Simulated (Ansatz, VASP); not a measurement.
# Ti3GePt in VASP and in Ansatz

```
CELL_PARAMETERS angstrom
5.25215 0.00000 0.00000
-2.62607 4.54849 0.00000
0.00000 0.00000 4.55969
ATOMIC_POSITIONS crystal
Ti 0.50000 0.00000 0.50000
Ti 0.00000 0.50000 0.50000
Ti 0.50000 0.50000 0.50000
Ge 0.00000 0.00000 0.50000
Pt 0.00000 0.00000 0.00000
```

Alike in both runs: functional PBE; k mesh 6 × 6 × 4; occupations gaussian, width 0.1 eV; no spin polarisation.

Ansatz relaxed the structure, and its values are those at the end. VASP's run is a single point on that final structure, the one shown.

|  | VASP | Ansatz |
| --- | --- | --- |
| version | VASP 6.6.1 | Ansatz 0.2.0 |
| potentials or method | VASP PAW PBE potentials, release 64 (Ti_sv, Ge_d, Pt), cutoff 520 eV | scalar-relativistic, plane waves, PAW |
| valence electrons in the cell | 60 | 68 |

|  | VASP | Ansatz | Ansatz less VASP |
| --- | --- | --- | --- |
| gap on the k mesh at the Fermi level (eV) | none | none | - |
| pressure (GPa) | 0.0 | 0.0 | -0.05 |

A gap of «none» marks a metal or a gap that the smearing closes. VASP's potentials hold 60 valence electrons a cell and Ansatz's 68, so a difference there can come from the potentials and not from the codes.

Neither program's run includes spin-orbit coupling.
